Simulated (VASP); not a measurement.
# TiO2 (P4_2/mnm) in VASP: single point with r2SCAN+U

Aim: the single point of TiO2 with r2SCAN+U.

Program: VASP 6.6.1. These are calculated values, not measurements. Logs are shortened: lines on timing, memory, paths and dates and some standing lists are left out, and cuts for length are marked.

## Step 1: The cell of the first run

It takes space group P4_2/mnm (No. 136, tetragonal). Conventional cell: a = 4.594 Å, b = 4.594 Å, c = 2.959 Å, α = 90.00°, β = 90.00°, γ = 90.00°. Within 2.6 Å of Ti (site symmetry mmm) lie 6 O at 1.94 to 1.99 Å. O (site symmetry m2m) has 3 Ti at 1.94 to 1.99 Å and 1 O at 2.52 Å within 2.6 Å.

## Step 2: Single point, r2SCAN+U

The input, POSCAR:

```
TiO2
1.0
    4.5940000000      0.0000000000      0.0000000000
    0.0000000000      4.5940000000      0.0000000000
    0.0000000000      0.0000000000      2.9590000000
Ti O
2 4
Direct
    0.0000000000      0.0000000000      0.0000000000
    0.5000000000      0.5000000000      0.5000000000
    0.3060000000      0.3060000000      0.0000000000
    0.1940000000      0.8060000000      0.5000000000
    0.6940000000      0.6940000000      0.0000000000
    0.8060000000      0.1940000000      0.5000000000
```

The input, INCAR.step1:

```
PREC = Accurate
ENCUT = 660
ISMEAR = 0
SIGMA = 0.05
LREAL = F
LASPH = T
NELM = 200
LMAXMIX = 4
LDAU = T
LDAUTYPE = 2
LDAUL = 2 -1
LDAUU = 1.1 0
LDAUJ = 0 0
NBANDS = 33
GGA = PE
ALGO = Normal
EDIFF = 1E-5
LWAVE = T
LCHARG = F
GGA_COMPAT = F
```

The input, INCAR.step2:

```
PREC = Accurate
ENCUT = 660
EDIFF = 1E-6
ISMEAR = 0
SIGMA = 0.05
LREAL = F
LASPH = T
NELM = 200
ALGO = Normal
ISIF = 2
LWAVE = F
LCHARG = T
LMAXMIX = 4
LDAU = T
LDAUTYPE = 2
LDAUL = 2 -1
LDAUU = 1.1 0
LDAUJ = 0 0
LDAUPRINT = 1
METAGGA = R2SCAN
LMIXTAU = T
LELF = T
LVHAR = T
NBANDS = 33
ISTART = 1
GGA_COMPAT = F
```

The input, KPOINTS:

```
regular mesh
0
Gamma
  4 4 7
```

Potentials or basis: VASP PAW PBE potentials, release 64 (Ti_sv, O).

Run with:

```
$ cat potpaw_PBE.64/Ti_sv/POTCAR potpaw_PBE.64/O/POTCAR > POTCAR
$ cp INCAR.step1 INCAR
$ mpirun -np 1 vasp_std > vasp.out
$ cp INCAR.step2 INCAR
$ mpirun -np 1 vasp_std > vasp.out
```

OUTCAR:

```text
PREC = Accurate
   ENCUT = 660
   EDIFF = 1E-6
   ISMEAR = 0
   LREAL = F
   LASPH = T
   NELM = 200
   ISIF = 2
   METAGGA = R2SCAN
   ISTART = 1

 ion  position               nearest neighbor table
   1  0.000  0.000  0.000-   4 1.94   6 1.94   4 1.94   6 1.94   5 1.99   3 1.99
   2  0.500  0.500  0.500-   3 1.94   5 1.94   3 1.94   5 1.94   4 1.99   6 1.99
   3  0.306  0.306  0.000-   2 1.94   2 1.94   1 1.99
   4  0.194  0.806  0.500-   1 1.94   1 1.94   2 1.99
   5  0.694  0.694  0.000-   2 1.94   2 1.94   1 1.99
   6  0.806  0.194  0.500-   1 1.94   1 1.94   2 1.99

  LATTYP: Found a simple tetragonal cell.
 ALAT       =     4.5940000000
 C/A-ratio  =     0.6441010013

  Lattice vectors:

 A1 = (   4.5940000000,   0.0000000000,   0.0000000000)
 A2 = (   0.0000000000,   4.5940000000,   0.0000000000)
 A3 = (   0.0000000000,   0.0000000000,   2.9590000000)

Analysis of symmetry for initial positions (statically):
=====================================================================
 Subroutine PRICEL returns:
 Original cell was already a primitive cell.

 Routine SETGRP: Setting up the symmetry group for a
 simple tetragonal supercell.

 Subroutine GETGRP returns: Found 16 space group operations
 (whereof  8 operations were pure point group operations)
 out of a pool of 16 trial point group operations.

The static configuration has the point symmetry D_2h.
 The point group associated with its full space group is D_4h.

Analysis of symmetry for dynamics (positions and initial velocities):
=====================================================================
 Subroutine PRICEL returns:
 Original cell was already a primitive cell.

 Routine SETGRP: Setting up the symmetry group for a
 simple tetragonal supercell.

 Subroutine GETGRP returns: Found 16 space group operations
 (whereof  8 operations were pure point group operations)
 out of a pool of 16 trial point group operations.

The dynamic configuration has the point symmetry D_2h.
 The point group associated with its full space group is D_4h.

[... 193 lines left out ...]
spin component  2

  0.1979  0.0000  0.0733  0.0000  0.0000
  0.0000  0.1902  0.0000  0.0866  0.0000
  0.0733  0.0000  0.1362  0.0000 -0.0000
  0.0000  0.0866  0.0000  0.1902  0.0000
  0.0000  0.0000 -0.0000  0.0000  0.1038

 occupancies and eigenvectors

  o =  0.0875  v = -0.5533 -0.0000  0.8330  0.0000  0.0000  0.0000  0.0000  0.0000  0.0000  0.0000      0.0000  0.0000  0.0000  0.0000  0.0000  0.0000  0.0000  0.0000  0.0000  0.0000
  o =  0.0875  v =  0.0000  0.0000  0.0000  0.0000  0.0000 -0.5533 -0.0000  0.8330  0.0000  0.0000      0.0000  0.0000  0.0000  0.0000  0.0000  0.0000  0.0000  0.0000  0.0000  0.0000
  o =  0.1036  v =  0.0000 -0.7071  0.0000  0.7071 -0.0000  0.0000  0.0000  0.0000  0.0000  0.0000      0.0000  0.0000  0.0000  0.0000  0.0000  0.0000  0.0000  0.0000  0.0000  0.0000
  o =  0.1036  v =  0.0000  0.0000  0.0000  0.0000  0.0000  0.0000 -0.7071  0.0000  0.7071 -0.0000      0.0000  0.0000  0.0000  0.0000  0.0000  0.0000  0.0000  0.0000  0.0000  0.0000
  o =  0.1038  v = -0.0000  0.0000  0.0000  0.0000 -1.0000  0.0000  0.0000  0.0000  0.0000  0.0000      0.0000  0.0000  0.0000  0.0000  0.0000  0.0000  0.0000  0.0000  0.0000  0.0000
  o =  0.1038  v =  0.0000  0.0000  0.0000  0.0000  0.0000 -0.0000  0.0000  0.0000  0.0000 -1.0000      0.0000  0.0000  0.0000  0.0000  0.0000  0.0000  0.0000  0.0000  0.0000  0.0000
  o =  0.2465  v = -0.8330 -0.0000 -0.5533  0.0000  0.0000  0.0000  0.0000  0.0000  0.0000  0.0000      0.0000  0.0000  0.0000  0.0000  0.0000  0.0000  0.0000  0.0000  0.0000  0.0000
  o =  0.2465  v =  0.0000  0.0000  0.0000  0.0000  0.0000 -0.8330 -0.0000 -0.5533  0.0000  0.0000      0.0000  0.0000  0.0000  0.0000  0.0000  0.0000  0.0000  0.0000  0.0000  0.0000
  o =  0.2767  v =  0.0000  0.0000  0.0000  0.0000  0.0000  0.0000 -0.7071  0.0000 -0.7071 -0.0000      0.0000  0.0000  0.0000  0.0000  0.0000  0.0000  0.0000  0.0000  0.0000  0.0000
  o =  0.2767  v =  0.0000 -0.7071  0.0000 -0.7071 -0.0000  0.0000  0.0000  0.0000  0.0000  0.0000      0.0000  0.0000  0.0000  0.0000  0.0000  0.0000  0.0000  0.0000  0.0000  0.0000

 number of electron      48.0000001 magnetization

 Free energy of the ion-electron system (eV)
  ---------------------------------------------------
  ext. energy  EPLUGINS =         0.00000000
  ---------------------------------------------------
  free energy    TOTEN  =       -68.36177470 eV

  energy without entropy =      -68.36177470  energy(sigma->0) =      -68.36177470

 E-fermi :   4.8870     XC(G=0): -12.1513

 val. band max:        4.5964874426   @ k =   0.0000   0.0000   0.0000
 cond. band min:       7.0234364865   @ k =   0.0000   0.0000   0.0000
 fundamental gap:      2.4269490438
 Fermi energy:         4.8869640617

 k-point     1 :       0.0000    0.0000    0.0000
  band No.  band energies     occupation
      1     -54.7945      2.00000
      2     -54.7770      2.00000
      3     -30.0470      2.00000
      4     -30.0470      2.00000
      5     -29.8715      2.00000
      6     -29.8715      2.00000
[... 853 lines left out ...]
     32      10.8829      0.00000
     33      10.9470      0.00000

------------------------ aborting loop because EDIFF is reached ----------------------------------------

  FORCE on cell =-STRESS in cart. coord.  units (eV):
  Direction    XX          YY          ZZ          XY          YZ          ZX
  --------------------------------------------------------------------------------------
  -------------------------------------------------------------------------------------
  Total        1.0751766      1.0751766      1.6971807     -0.0000000      0.0000000      0.0000000
  in kB       27.5843937     27.5843937     43.5423365     -0.0000000      0.0000000      0.0000000
  external PRESSURE =      32.9037080 kB  Pullay stress =       0.0000000 kB

 VOLUME and BASIS-vectors are now :
 -----------------------------------------------------------------------------
  energy-cutoff  :      660.00
  volume of cell :       62.45
      direct lattice vectors                 reciprocal lattice vectors
     4.594000000  0.000000000  0.000000000     0.217675229  0.000000000  0.000000000
     0.000000000  4.594000000  0.000000000     0.000000000  0.217675229  0.000000000
     0.000000000  0.000000000  2.959000000     0.000000000  0.000000000  0.337952011

 POSITION                                       TOTAL-FORCE (eV/Angst)
 -----------------------------------------------------------------------------------
      0.00000      0.00000      0.00000         0.000000      0.000000      0.000000
      2.29700      2.29700      1.47950         0.000000      0.000000      0.000000
      1.40576      1.40576      0.00000        -0.186131     -0.186131      0.000000
      0.89124      3.70276      1.47950         0.186131     -0.186131      0.000000
      3.18824      3.18824      0.00000         0.186131      0.186131     -0.000000
      3.70276      0.89124      1.47950        -0.186131      0.186131     -0.000000
 -----------------------------------------------------------------------------------
    total drift:                                0.000000      0.000000     -0.000000

  FREE ENERGIE OF THE ION-ELECTRON SYSTEM (eV)
  ---------------------------------------------------
  free  energy   TOTEN  =       -68.3617747010 eV

  energy  without entropy=      -68.3617747010  energy(sigma->0) =      -68.36177470
```

OUTCAR.step1:

```text
PREC = Accurate
   ENCUT = 660
   ISMEAR = 0
   LREAL = F
[... 1105 lines left out ...]
      1.40576      1.40576      0.00000        -0.210785     -0.210785      0.000000
      0.89124      3.70276      1.47950         0.210785     -0.210785      0.000000
      3.18824      3.18824      0.00000         0.210785      0.210785     -0.000000
      3.70276      0.89124      1.47950        -0.210785      0.210785     -0.000000
 -----------------------------------------------------------------------------------
    total drift:                                0.000000      0.000000     -0.000000

  FREE ENERGIE OF THE ION-ELECTRON SYSTEM (eV)
  ---------------------------------------------------
  free  energy   TOTEN  =       -52.1489707325 eV

  energy  without entropy=      -52.1489707325  energy(sigma->0) =      -52.14897073
```

It took 8.6 min on 1 thread of Intel Xeon 8259CL, shared host; peak memory 0.24 GiB.

What came out:

| Property | Result |
| --- | --- |
| Free energy | -68.3618 eV |
| Pressure | 3.3 GPa |
| Largest force | 0.263 eV/Å |
| Band gap on the k mesh | 2.43 eV |

Forces in eV/Å, atoms in the order of the input:
```
Ti   0.000  0.000  0.000
Ti   0.000  0.000  0.000
O   -0.186 -0.186  0.000
O    0.186 -0.186  0.000
O    0.186  0.186  0.000
O   -0.186  0.186  0.000
```

Stress tensor (GPa, compression positive):
```
2.76 0.00 0.00
0.00 2.76 0.00
0.00 0.00 4.35
```

Eigenvalues of the final occupation matrices:
```
    site  spin  trace               eigenvalues
site 1 d     1   0.82  0.09 0.10 0.10 0.25 0.28
site 1 d     2   0.82  0.09 0.10 0.10 0.25 0.28
site 2 d     1   0.82  0.09 0.10 0.10 0.25 0.28
site 2 d     2   0.82  0.09 0.10 0.10 0.25 0.28
```

Caveat: the cell stands under pressure; the PAW data sets were made with another functional, which shifts forces and pressure a little; an odd mesh through Γ misses points on the zone boundary, where band edges can lie.
